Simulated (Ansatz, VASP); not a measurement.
CuI in VASP and in Ansatz

```
Cu I
1.0
     0.00000    3.20026    2.72022
     3.20026    0.00000    2.72022
     3.20026    3.20026    0.00000
Cu I
1 1
Direct
  0.75000 0.75000 0.75000
  0.00000 0.00000 0.00000
```

Alike in both runs: task single point; functional r2SCAN; k mesh 8 × 8 × 8; occupations gaussian, width 0.05 eV; no spin polarisation.

|  | VASP | Ansatz |
| --- | --- | --- |
| version | VASP 6.6.1 | Ansatz 0.2.0 |
| potentials or method | VASP PAW PBE potentials, release 64 (Cu, I), cutoff 520 eV | scalar-relativistic, plane waves, PAW |
| valence electrons in the cell | 18 | 36 |

```tsv
	VASP	Ansatz	Ansatz less VASP
gap on the k mesh at the Fermi level (eV)	1.52	1.51	-0.003
least direct gap on the mesh (eV)	1.52	1.51	-0.003
pressure (GPa)	-1.1	-1.1	+0.04
traceless stress, the component that is largest in VASP (GPa)	1.52	1.52	-0.002
```

VASP's potentials were made for PBE, not for r2SCAN. With one functional, cell and mesh, what is left measures potentials, basis and numerics. VASP's potentials hold 18 valence electrons a cell and Ansatz's 36, so a difference there can come from the potentials and not from the codes.

Spin-orbit coupling is off throughout.
